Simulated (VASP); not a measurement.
# CdBr (P4/mmm) in VASP: single point with PBE

Aim: the single point of CdBr with PBE.

All numbers are computed with VASP 6.6.1; they aren't measurements. Logs are shortened: lines on timing, memory, paths and dates and some standing lists are left out, and cuts for length are marked.

## Step 1: The cell of the first run

It takes space group P4/mmm (No. 123, tetragonal). Conventional cell: a = 3.363 Å, b = 3.363 Å, c = 4.844 Å, α = 90.00°, β = 90.00°, γ = 90.00°. Cd (site symmetry 4/mmm) has 4 Cd at 3.36 Å and 8 Br at 3.39 Å within 4.4 Å. Br (site symmetry 4/mmm) has 4 Br at 3.36 Å and 8 Cd at 3.39 Å within 4.4 Å.

The cell was generated, and may not be a known phase.

## Step 2: Single point, PBE

INCAR reads:

```
PREC = Accurate
ENCUT = 520
EDIFF = 1E-6
ISMEAR = 0
SIGMA = 0.1
LREAL = False
LASPH = True
NELM = 60
ALGO = Normal
ISIF = 2
LWAVE = False
LCHARG = False
GGA = PE
NBANDS = 16
```

KPOINTS reads:

```
regular mesh
0
Gamma
  6 6 4
```

POSCAR reads:

```
CdBr
1.0
    3.3632311200      0.0000000000      0.0000000000
    0.0000000000      3.3632311200      0.0000000000
    0.0000000000      0.0000000000      4.8437139000
Cd Br
1 1
Direct
    0.0000000000      0.0000000000      0.0000000000
    0.5000000000      0.5000000000      0.5000000000
```

Potentials or basis: VASP PAW PBE potentials, release 64 (Cd, Br).

Command:

```console
> cat potpaw_PBE.64/Cd/POTCAR potpaw_PBE.64/Br/POTCAR > POTCAR
> mpirun -np 1 vasp_std > vasp.out
```

OUTCAR:

```text
PREC = Accurate
   ENCUT = 520
   EDIFF = 1E-6
   ISMEAR = 0
   LREAL = False
   LASPH = True
   NELM = 60
   ISIF = 2
   GGA = PE

 ion  position               nearest neighbor table
   1  0.000  0.000  0.000-
   2  0.500  0.500  0.500-

  LATTYP: Found a simple tetragonal cell.
 ALAT       =     3.3632311200
 C/A-ratio  =     1.4401965631

  Lattice vectors:

 A1 = (   3.3632311200,   0.0000000000,   0.0000000000)
 A2 = (   0.0000000000,   3.3632311200,   0.0000000000)
 A3 = (   0.0000000000,   0.0000000000,   4.8437139000)

Analysis of symmetry for initial positions (statically):
=====================================================================
 Subroutine PRICEL returns:
 Original cell was already a primitive cell.

 Routine SETGRP: Setting up the symmetry group for a
 simple tetragonal supercell.

 Subroutine GETGRP returns: Found 16 space group operations
 (whereof 16 operations were pure point group operations)
 out of a pool of 16 trial point group operations.

The static configuration has the point symmetry D_4h.

Analysis of symmetry for dynamics (positions and initial velocities):
=====================================================================
 Subroutine PRICEL returns:
 Original cell was already a primitive cell.

 Routine SETGRP: Setting up the symmetry group for a
 simple tetragonal supercell.

 Subroutine GETGRP returns: Found 16 space group operations
 (whereof 16 operations were pure point group operations)
 out of a pool of 16 trial point group operations.

The dynamic configuration has the point symmetry D_4h.

 Subroutine INISYM returns: Found 16 space group operations
 (whereof 16 operations are pure point group operations),
 and found     1 'primitive' translations

----------------------------------------------------------------------------------------

                                     Primitive cell

  volume of cell :      54.7888

  direct lattice vectors                    reciprocal lattice vectors
     3.363231120  0.000000000  0.000000000     0.297333119  0.000000000  0.000000000
     0.000000000  3.363231120  0.000000000     0.000000000  0.297333119  0.000000000
     0.000000000  0.000000000  4.843713900     0.000000000  0.000000000  0.206453152

  length of vectors
     3.363231120  3.363231120  4.843713900     0.297333119  0.297333119  0.206453152

[... 79 lines left out ...]
   NELM   =     60;   NELMIN=  2; NELMDL= -5     # of ELM steps
   EDIFF  = 0.1E-05   stopping-criterion for ELM
   LREAL  =      F    real-space projection
   EDIFFG = 0.1E-04   stopping-criterion for IOM
   NSW    =      0    number of steps for IOM
   IBRION =     -1    ionic relax: 0-MD 1-quasi-New 2-CG
   NFREE  =      0    steps in history (QN), initial steepest desc. (CG)
   ISIF   =      2    stress and relaxation
   ISYM   =      2    0-nonsym 1-usesym 2-fastsym
   POTIM  = 0.5000    time-step for ionic-motion
   TEBEG  =    0.0;   TEEND  =   0.0 temperature during run
   PSTRESS=    0.0 pullay stress
   NELECT =      19.0000    total number of electrons
   NUPDOWN=      -1.0000    fix difference up-down
   EMIN   =  10.00;   EMAX   =-10.00  energy-range for DOS
   EFERMI =   0.00;   METHOD = LEGACY
   ISMEAR =     0;   SIGMA  =   0.10  broadening in eV -4-tet -1-fermi 0-gaus
   EFERMI_NEDOS =   21; number of points for ismear=-14 and -15
   IALGO  =     38    algorithm
   IMIX   =      4    mixing-type and parameters
     AMIX     =   0.40;   BMIX     =  1.00
     AMIX_MAG =   1.60;   BMIX_MAG =  1.00
  volume/ion in A,a.u.               =      27.39       184.87
  Fermi-wavevector in a.u.,A,eV,Ry     =   1.150170  2.173506 17.999027  1.322891
  Thomas-Fermi vector in A             =   2.286836
   LORBIT       =      0    0 simple, 1 ext, 2 COOP (PROOUT), +10 PAW based schemes
   GGA     = PE    functional components
   LHFCALC =     F    Hartree Fock is set to
   AEXX    =    0.0000 exact exchange contribution
   IVDW    =     0    specifies the selected vdW correction
   LEPSILON=     F    determine dielectric tensor
   LRPA    =     F    only Hartree local field effects (RPA)
 non-spin polarized calculation
 Gauss-broadening in eV      SIGMA  =   0.10
  energy-cutoff  :      520.00
  volume of cell :       54.79
 maximum number of plane-waves:      1490
 NGX is ok and might be reduce to    28
   NGX = 13   NGY = 13   NGZ = 19

 number of electron      18.9999991 magnetization

 Free energy of the ion-electron system (eV)
  ---------------------------------------------------
  ext. energy  EPLUGINS =         0.00000000
  ---------------------------------------------------
  free energy    TOTEN  =        -2.41750486 eV

  energy without entropy =       -2.40535725  energy(sigma->0) =       -2.41143106

 E-fermi :   1.4474     XC(G=0):  -9.4076

 val. band max:        1.4406123933   @ k =   0.1667   0.1667   0.2500
 cond. band min:       1.5206218352   @ k =   0.5000   0.3333   0.5000
 fundamental gap:      0.0800094419
 Fermi energy:         1.4474312745

 k-point     1 :       0.0000    0.0000    0.0000
  band No.  band energies     occupation
      1     -13.2752      2.00000
      2      -7.0644      2.00000
      3      -6.8111      2.00000
      4      -6.5091      2.00000
      5      -6.5091      2.00000
      6      -6.4689      2.00000
[... 433 lines left out ...]
      3      -6.6502      2.00000
      4      -6.6410      2.00000
      5      -6.4914      2.00000
      6      -6.4383      2.00000
[... 8 lines left out ...]
     15      13.0824      0.00000
     16      13.7154      0.00000

 [... further k-points ...]

------------------------ aborting loop because EDIFF is reached ----------------------------------------

  FORCE on cell =-STRESS in cart. coord.  units (eV):
  Direction    XX          YY          ZZ          XY          YZ          ZX
  --------------------------------------------------------------------------------------
  -------------------------------------------------------------------------------------
  Total        1.1377857      1.1377857     -1.9686283      0.0000000     -0.0000000      0.0000000
  in kB       33.2720189     33.2720189    -57.5681669      0.0000000     -0.0000000      0.0000000
  external PRESSURE =       2.9919570 kB  Pullay stress =       0.0000000 kB

 VOLUME and BASIS-vectors are now :
 -----------------------------------------------------------------------------
  energy-cutoff  :      520.00
  volume of cell :       54.79
      direct lattice vectors                 reciprocal lattice vectors
     3.363231120  0.000000000  0.000000000     0.297333119  0.000000000  0.000000000
     0.000000000  3.363231120  0.000000000     0.000000000  0.297333119  0.000000000
     0.000000000  0.000000000  4.843713900     0.000000000  0.000000000  0.206453152

 POSITION                                       TOTAL-FORCE (eV/Angst)
 -----------------------------------------------------------------------------------
      0.00000      0.00000      0.00000         0.000000      0.000000      0.000000
      1.68162      1.68162      2.42186         0.000000      0.000000      0.000000
 -----------------------------------------------------------------------------------
    total drift:                               -0.000000      0.000000      0.000000

  FREE ENERGIE OF THE ION-ELECTRON SYSTEM (eV)
  ---------------------------------------------------
  free  energy   TOTEN  =        -2.4175048609 eV

  energy  without entropy=       -2.4053572531  energy(sigma->0) =       -2.41143106
```

Wall time 19 s (1 thread of Intel Xeon Platinum 8259CL at 2.50GHz (Skylake/Cascade Lake), shared host); peak memory 0.18 GiB.

What came out:

```
Free energy            : -2.4175 eV
Pressure               : 0.3 GPa
Band gap on the k mesh : zero (an odd number of electrons rules out a gap without spin polarisation)
```

Stress tensor (GPa, compression positive):
```
 3.33  0.00  0.00
 0.00  3.33  0.00
 0.00  0.00 -5.76
```

Caveat: the stress differs along the axes, from -6 to 3 GPa; an odd number of electrons without spin polarisation forces a metal; a magnetic or distorted state may lie lower.

The gap in the log of VASP goes by the Fermi energy; the results here count the filled bands.